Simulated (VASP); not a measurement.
Runs of VASP 6.6.1 on NaZnCl3. The structure is that of space group Pm-3m (No. 221), or close to it. The cells are those of the table. 

```csv
level,cell,smearing,gap on the mesh (eV),pressure (GPa)
PBE,"a = 5.052 Å, 5 atoms",fermi-dirac 0.02 eV,1.30,-2.5
PBE,"a = 4.931, b = 4.931, c = 4.798 Å, 5 atoms",fermi-dirac 0.02 eV,1.61,0.7
r2SCAN,"a = 4.858, b = 4.858, c = 4.809 Å, 5 atoms",gaussian 0.01 eV,(b),(c)
PBE,"a = 4.858 Å, 5 atoms",fermi-dirac 0.02 eV,(a),1.3
r2SCAN,"a = 5.052 Å, 5 atoms",gaussian 0.01 eV,1.94,-3.8
r2SCAN,"a = 4.858 Å, 5 atoms",gaussian 0.01 eV,2.35,0.0
PBE,"a = 4.882 Å, 5 atoms",fermi-dirac 0.02 eV,1.64,0.7
r2SCAN,"a = 4.931, b = 4.931, c = 4.798 Å, 5 atoms",gaussian 0.01 eV,2.28,-0.6
PBE,"a = 4.858, b = 4.858, c = 4.809 Å, 5 atoms",fermi-dirac 0.02 eV,1.68,1.8
r2SCAN,"a = 4.882 Å, 5 atoms",gaussian 0.01 eV,2.30,-0.6
```

Alike in all rows: task single point; potentials or basis VASP PAW PBE potentials, release 64 (Na_pv, Zn, Cl); no spin polarisation; k mesh 6 × 6 × 6; cutoff (eV) 520.

Fill in the values left out.

(a) 1.69; (b) 2.34; (c) 0.5.

Caveats: the PAW data sets were made with another functional, which shifts forces and pressure a little (at least some runs); the cell stands under tension (at least some runs).

A k mesh can miss the band edges.
